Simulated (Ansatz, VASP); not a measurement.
## One calculation of Ba, two programs

File INCAR:

```
SYSTEM = Ba
  PREC = Accurate
  ENCUT = 520
  EDIFF = 1E-6
  ISMEAR = 0
  SIGMA = 0.1
  LREAL = .False.
  LASPH = .True.
  NELM = 60
  ALGO = Fast
  ISIF = 2
  LWAVE = .False.
  LCHARG = .False.
  GGA = CA
  NBANDS = 11
```

KPOINTS

```
Automatic mesh
0
Gamma
  12 12 12
  0 0 0
```

The input POSCAR:

```
Ba
1.0
   -2.3992234287      2.3992234287      2.3992234287
    2.3992234287     -2.3992234287      2.3992234287
    2.3992234287      2.3992234287     -2.3992234287
Ba
1
Direct
    0.0000000000      0.0000000000      0.0000000000
```

Input for Ansatz:

```yaml
crystal:
  lattice:
    - [-2.3992234287, 2.3992234287, 2.3992234287]
    - [2.3992234287, -2.3992234287, 2.3992234287]
    - [2.3992234287, 2.3992234287, -2.3992234287]
  atoms:
    - { symbol: Ba, position: [0.0, 0.0, 0.0] }
basis:
  ecutwfc: 420
kpoints:
  mp_grid: { grid: [12, 12, 12] }
hamiltonian:
  xc: lda
  pseudopotentials: { kind: paw, azcp: { folder: soft_1 } }
scf:
  occupations: { method: gaussian, width: 0.1 }
output:
  forces: true
  stress: true
  eigenvalues: true
  write_density: true
  write_potential: true
  elf: true
  volumetric_format: npy
```

Alike in both runs: task single point; functional LDA; k mesh 12 × 12 × 12; occupations gaussian, width 0.1 eV; no spin polarisation.

|  | VASP | Ansatz |
| --- | --- | --- |
| version | VASP 6.6.1 | Ansatz 0.2.0 |
| potentials or method | VASP PAW LDA potentials, release 64 (Ba_sv), cutoff 520 eV | scalar-relativistic, plane waves, PAW |
| valence electrons in the cell | 10 | 10 |

```csv
,VASP,Ansatz,Ansatz less VASP
gap on the k mesh at the Fermi level (eV),none,none,-
pressure (GPa),-0.2,-0.3,-0.08
```

Ansatz warns that its potentials were made for another functional, while VASP's fit it. LDA's correlation is that of Perdew and Zunger in VASP and of Perdew and Wang (1992) in Ansatz. A gap of «none» marks a metal or a gap that the smearing closes.

Neither program's run includes spin-orbit coupling.
